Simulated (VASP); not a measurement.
# Sc (P6_3/mmc) in VASP: a series of runs, part 2 of 2

VASP 6.6.1. Earlier steps stand in the parts before.

## (3) Single point, PBEsol

This run uses another cell than the first one, of 23.65 Å³/atom, 0.955 times its volume.

INCAR

```
SYSTEM = Sc
PREC = Accurate ; ENCUT = 520
EDIFF = 1E-6 ; ISMEAR = 0
SIGMA = 0.1 ; LREAL = .FALSE.
LASPH = .TRUE. ; NELM = 60
ALGO = Normal ; ISIF = 2
LWAVE = .FALSE. ; LCHARG = .FALSE.
GGA = PS ; NBANDS = 18
```

KPOINTS

```
Automatic mesh
0
G
  12 12 8
  0 0 0
```

POSCAR

```
Sc
1.0
    3.2761032140      0.0000000000      0.0000000000
   -1.6380516070      2.8371886087      0.0000000000
    0.0000000000      0.0000000000      5.0890172881
Sc
2
Direct
    0.3333333333      0.6666666667      0.2500000000
    0.6666666667      0.3333333333      0.7500000000
```

Potentials or basis: VASP PAW PBE potentials, release 64 (Sc_sv).

Started as:

```bash
$ cat potpaw_PBE.64/Sc_sv/POTCAR > POTCAR
$ mpirun -np 1 vasp_std > vasp.out
```

OUTCAR:

```text
SYSTEM = Sc
   PREC = Accurate
   ENCUT = 520
   EDIFF = 1E-6
   ISMEAR = 0
   LREAL = .FALSE.
   LASPH = .TRUE.
   NELM = 60
   ISIF = 2
   GGA = PS

 ion  position               nearest neighbor table
   1  0.333  0.667  0.250-   2 3.17   2 3.17   2 3.17   2 3.17   2 3.17   2 3.17
   2  0.667  0.333  0.750-   1 3.17   1 3.17   1 3.17   1 3.17   1 3.17   1 3.17

  LATTYP: Found a hexagonal cell.
 ALAT       =     3.2761032140
 C/A-ratio  =     1.5533751398

  Lattice vectors:

 A1 = (   3.2761032140,   0.0000000000,   0.0000000000)
 A2 = (  -1.6380516070,   2.8371886087,   0.0000000000)
 A3 = (   0.0000000000,   0.0000000000,   5.0890172881)

Analysis of symmetry for initial positions (statically):
=====================================================================
 Subroutine PRICEL returns:
 Original cell was already a primitive cell.

 Routine SETGRP: Setting up the symmetry group for a
 hexagonal supercell.

 Subroutine GETGRP returns: Found 24 space group operations
 (whereof 12 operations were pure point group operations)
 out of a pool of 24 trial point group operations.

The static configuration has the point symmetry D_3d.
 The point group associated with its full space group is D_6h.

Analysis of symmetry for dynamics (positions and initial velocities):
=====================================================================
 Subroutine PRICEL returns:
 Original cell was already a primitive cell.

 Routine SETGRP: Setting up the symmetry group for a
 hexagonal supercell.

 Subroutine GETGRP returns: Found 24 space group operations
 (whereof 12 operations were pure point group operations)
 out of a pool of 24 trial point group operations.

The dynamic configuration has the point symmetry D_3d.
 The point group associated with its full space group is D_6h.

 Subroutine INISYM returns: Found 24 space group operations
 (whereof 12 operations are pure point group operations),
 and found     1 'primitive' translations

----------------------------------------------------------------------------------------

                                     Primitive cell

  volume of cell :      47.3020

  direct lattice vectors                    reciprocal lattice vectors
     3.276103214  0.000000000  0.000000000     0.305240688  0.176230794  0.000000000
    -1.638051607  2.837188609  0.000000000     0.000000000  0.352461587  0.000000000
     0.000000000  0.000000000  5.089017288     0.000000000  0.000000000  0.196501592

  length of vectors
     3.276103214  3.276103214  5.089017288     0.352461587  0.352461587  0.196501592

  position of ions in fractional coordinates (direct lattice)
     0.333333333  0.666666667  0.250000000
     0.666666667  0.333333333  0.750000000

  ion indices of the primitive-cell ions
   primitive index   ion index
                 1           1
                 2           2

----------------------------------------------------------------------------------------

 KPOINTS: Automatic mesh

Automatic generation of k-mesh.
 Grid dimensions read from file:
 generate k-points for:   12   12    8

 Generating k-lattice:

  Cartesian coordinates                     Fractional coordinates (reciprocal lattice)
     0.025436724  0.014685899  0.000000000     0.083333333  0.000000000  0.000000000
     0.000000000  0.029371799  0.000000000     0.000000000  0.083333333  0.000000000
     0.000000000  0.000000000  0.024562699     0.000000000  0.000000000  0.125000000

  Length of vectors
     0.029371799  0.029371799  0.024562699

  Shift w.r.t. Gamma in fractional coordinates (k-lattice)
     0.000000000  0.000000000  0.000000000

 Subroutine IBZKPT returns following result:
 ===========================================

 Found     95 irreducible k-points:

 Following reciprocal coordinates:
            Coordinates               Weight
  0.000000  0.000000  0.000000      1.000000
  0.083333 -0.000000  0.000000      6.000000
  0.166667 -0.000000  0.000000      6.000000
  0.250000 -0.000000  0.000000      6.000000
  0.333333 -0.000000  0.000000      6.000000
  0.416667 -0.000000  0.000000      6.000000
[... 16 lines left out ...]
  0.250000 -0.000000  0.125000     12.000000
  0.333333 -0.000000  0.125000     12.000000
 [... further k-points ...]
   k-points           NKPTS =     95   k-points in BZ     NKDIM =     95   number of bands    NBANDS=     18
   number of dos      NEDOS =    301   number of ions     NIONS =      2
   total plane-waves  NPLWV =  23040
   dimension x,y,z NGX =    24 NGY =   24 NGZ =   40
   dimension x,y,z NGXF=    48 NGYF=   48 NGZF=   80
   ions per type =               2
   NGX,Y,Z   is equivalent  to a cutoff of  12.18, 12.18, 13.07 a.u.
   NGXF,Y,Z  is equivalent  to a cutoff of  24.36, 24.36, 26.13 a.u.
 SYSTEM =  Sc
   PREC   = accura    normal or accurate (medium, high low for compatibility)
   ISTART =      0    job   : 0-new  1-cont  2-samecut
   ICHARG =      2    charge: 1-file 2-atom 10-const
   ISPIN  =      1    spin polarized calculation?
   LNONCOLLINEAR =      F non collinear calculations
   LSORBIT =      F    spin-orbit coupling
   LASPH  =      T    aspherical Exc in radial PAW
   ENCUT  =  520.0 eV  38.22 Ry    6.18 a.u.   6.09  6.09  9.46*2*pi/ulx,y,z
   NELM   =     60;   NELMIN=  2; NELMDL= -5     # of ELM steps
   EDIFF  = 0.1E-05   stopping-criterion for ELM
   LREAL  =      F    real-space projection
   EDIFFG = 0.1E-04   stopping-criterion for IOM
   NSW    =      0    number of steps for IOM
   IBRION =     -1    ionic relax: 0-MD 1-quasi-New 2-CG
   NFREE  =      0    steps in history (QN), initial steepest desc. (CG)
   ISIF   =      2    stress and relaxation
   ISYM   =      2    0-nonsym 1-usesym 2-fastsym
   POTIM  = 0.5000    time-step for ionic-motion
   TEBEG  =    0.0;   TEEND  =   0.0 temperature during run
   PSTRESS=    0.0 pullay stress
   NELECT =      22.0000    total number of electrons
   NUPDOWN=      -1.0000    fix difference up-down
   EMIN   =  10.00;   EMAX   =-10.00  energy-range for DOS
   EFERMI =   0.00;   METHOD = LEGACY
   ISMEAR =     0;   SIGMA  =   0.10  broadening in eV -4-tet -1-fermi 0-gaus
   EFERMI_NEDOS =   21; number of points for ismear=-14 and -15
   IALGO  =     38    algorithm
   IMIX   =      4    mixing-type and parameters
     AMIX     =   0.40;   BMIX     =  1.00
     AMIX_MAG =   1.60;   BMIX_MAG =  1.00
  volume/ion in A,a.u.               =      23.65       159.60
  Fermi-wavevector in a.u.,A,eV,Ry     =   1.268399  2.396926 21.889536  1.608836
  Thomas-Fermi vector in A             =   2.401496
   LORBIT       =      0    0 simple, 1 ext, 2 COOP (PROOUT), +10 PAW based schemes
   GGA     = PS    functional components
   LHFCALC =     F    Hartree Fock is set to
   AEXX    =    0.0000 exact exchange contribution
   IVDW    =     0    specifies the selected vdW correction
   LEPSILON=     F    determine dielectric tensor
   LRPA    =     F    only Hartree local field effects (RPA)
 non-spin polarized calculation
 Gauss-broadening in eV      SIGMA  =   0.10
  energy-cutoff  :      520.00
  volume of cell :       47.30
 maximum number of plane-waves:      1296
   NGX = 13   NGY = 13   NGZ = 19

 number of electron      22.0000008 magnetization

 Free energy of the ion-electron system (eV)
  ---------------------------------------------------
  ext. energy  EPLUGINS =         0.00000000
  ---------------------------------------------------
  free energy    TOTEN  =       -13.22152855 eV

  energy without entropy =      -13.20257676  energy(sigma->0) =      -13.21205265

 E-fermi :   3.8143     XC(G=0): -10.1596

 val. band max:        3.8130561835   @ k =   0.1667   0.0833   0.0000
 cond. band min:       3.8192929128   @ k =   0.2500   0.1667   0.3750
 fundamental gap:      0.0062367292
 Fermi energy:         3.8142645932

 k-point     1 :       0.0000    0.0000    0.0000
  band No.  band energies     occupation
      1     -45.2827      2.00000
      2     -45.1952      2.00000
      3     -24.2436      2.00000
      4     -23.8446      2.00000
      5     -23.8446      2.00000
      6     -23.7665      2.00000
[... 10 lines left out ...]
     17       6.2044      0.00000
     18       6.2044      0.00000

 k-point     2 :       0.0833   -0.0000    0.0000
  band No.  band energies     occupation
      1     -45.2787      2.00000
      2     -45.1939      2.00000
      3     -24.2330      2.00000
      4     -23.8646      2.00000
      5     -23.8517      2.00000
      6     -23.7877      2.00000
[... 10 lines left out ...]
     17       6.0807      0.00000
     18       6.1062      0.00000
[... 442 lines left out ...]
 k-point    24 :       0.3333   -0.0000    0.1250
  band No.  band energies     occupation
      1     -45.2330      2.00000
      2     -45.1865      2.00000
      3     -24.1299      2.00000
      4     -24.0386      2.00000
      5     -23.9997      2.00000
      6     -23.9134      2.00000
[... 10 lines left out ...]
     17       7.1689      0.00000
     18       7.1975      0.00000

 [... further k-points ...]
[... 5 lines left out ...]
  --------------------------------------------------------------------------------------
  -------------------------------------------------------------------------------------
  Total       -0.0065497     -0.0065497     -0.0153573      0.0000000      0.0000000     -0.0000000
  in kB       -0.2218460     -0.2218460     -0.5201697      0.0000000      0.0000000     -0.0000000
  external PRESSURE =      -0.3212873 kB  Pullay stress =       0.0000000 kB

 VOLUME and BASIS-vectors are now :
 -----------------------------------------------------------------------------
  energy-cutoff  :      520.00
  volume of cell :       47.30
      direct lattice vectors                 reciprocal lattice vectors
     3.276103214  0.000000000  0.000000000     0.305240688  0.176230794  0.000000000
    -1.638051607  2.837188609  0.000000000     0.000000000  0.352461587  0.000000000
     0.000000000  0.000000000  5.089017288     0.000000000  0.000000000  0.196501592

 POSITION                                       TOTAL-FORCE (eV/Angst)
 -----------------------------------------------------------------------------------
     -0.00000      1.89146      1.27225        -0.000000      0.000000      0.000000
      1.63805      0.94573      3.81676         0.000000     -0.000000      0.000000
 -----------------------------------------------------------------------------------
    total drift:                                0.000000     -0.000000      0.000000

  FREE ENERGIE OF THE ION-ELECTRON SYSTEM (eV)
  ---------------------------------------------------
  free  energy   TOTEN  =       -13.2215285509 eV

  energy  without entropy=      -13.2025767566  energy(sigma->0) =      -13.21205265
```

OSZICAR:

```text
N       E                     dE             d eps       ncg     rms          rms(c)
DAV:   1     0.357732905372E+03    0.35773E+03   -0.10987E+04  3420   0.131E+03
DAV:   2     0.509275812870E+01   -0.35264E+03   -0.34604E+03  4156   0.545E+02
DAV:   3    -0.143340730539E+02   -0.19427E+02   -0.18538E+02  5630   0.156E+02
DAV:   4    -0.147049956513E+02   -0.37092E+00   -0.36989E+00  5228   0.196E+01
DAV:   5    -0.147091550455E+02   -0.41594E-02   -0.41583E-02  5826   0.222E+00    0.825E+00
DAV:   6    -0.134077240005E+02    0.13014E+01   -0.28897E+00  4500   0.190E+01    0.246E+00
DAV:   7    -0.132343620994E+02    0.17336E+00   -0.74797E-01  4602   0.876E+00    0.836E-01
DAV:   8    -0.132229178066E+02    0.11444E-01   -0.29164E-02  4150   0.217E+00    0.247E-01
DAV:   9    -0.132215126590E+02    0.14051E-02   -0.71785E-03  4812   0.896E-01    0.179E-02
DAV:  10    -0.132215300869E+02   -0.17428E-04   -0.10234E-04  5152   0.136E-01    0.673E-03
DAV:  11    -0.132215274901E+02    0.25968E-05   -0.24317E-06  4108   0.183E-02    0.170E-03
DAV:  12    -0.132215287128E+02   -0.12226E-05   -0.29197E-07  2384   0.962E-03    0.902E-04
DAV:  13    -0.132215285509E+02    0.16191E-06   -0.91150E-08  2284   0.554E-03
   1 F= -.13221529E+02 E0= -.13212053E+02  d E =-.189518E-01
```

Wall time 76 s (1 thread of Intel Xeon Platinum 8259CL at 2.50GHz (Skylake/Cascade Lake), shared host); peak memory 0.2 GiB.

What came out:

```
Free energy            : -13.2215 eV
Pressure               : 0.0 GPa
Band gap on the k mesh : zero (band 11 reaches 4.83 eV, above the bottom of band 12 at 3.26 eV)
```

Levels at points of the mesh, in eV from the Fermi level:
```tsv
k point	band 8	band 9	band 10	band 11	band 12	band 13	band 14	band 15
(0.00, 0.00, 0.00)	-27.55	-5.21	-1.70	0.74	1.63	1.63	1.93	2.12
(0.50, 0.00, 0.00)	-27.62	-1.65	-1.11	-0.72	-0.32	1.36	1.36	1.96
(0.00, 0.00, 0.50)	-27.62	-3.61	-3.61	1.01	1.01	1.54	1.54	1.54
(0.50, 0.00, 0.50)	-27.67	-1.54	-1.54	0.08	0.08	1.36	1.36	2.46
```

Caveat: the PAW data sets were made with another functional, which shifts forces and pressure a little.
